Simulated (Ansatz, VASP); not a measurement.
**Hg: VASP beside Ansatz**

```
CELL_PARAMETERS angstrom
3.19350 0.00000 0.00000
-1.59675 2.76565 0.00000
0.00000 0.00000 5.60140
ATOMIC_POSITIONS crystal
Hg 0.66667 0.33333 0.75000
Hg 0.33333 0.66667 0.25000
```

Alike in both runs: task single point; functional PBEsol; dispersion D3(BJ); k mesh 18 × 18 × 10; occupations gaussian, width 0.15 eV; no spin polarisation.

```csv
,VASP,Ansatz
version,VASP 6.6.1,Ansatz 0.2.0
potentials or method,"VASP PAW PBE potentials, release 64 (Hg), cutoff 520 eV","scalar-relativistic, plane waves, PAW"
valence electrons in the cell,24,40
```

|  | VASP | Ansatz | Ansatz less VASP |
| --- | --- | --- | --- |
| gap on the k mesh at the Fermi level (eV) | none | none | - |
| pressure (GPa) | -3.7 | -4.0 | -0.29 |
| traceless stress, the component that is largest in VASP (GPa) | -0.49 | -0.41 | +0.078 |

VASP's potentials were made for PBE, not for PBEsol. A gap of «none» marks a metal or a gap that the smearing closes. VASP's potentials hold 24 valence electrons a cell and Ansatz's 40, so a difference there can come from the potentials and not from the codes.

Neither program's run includes spin-orbit coupling.
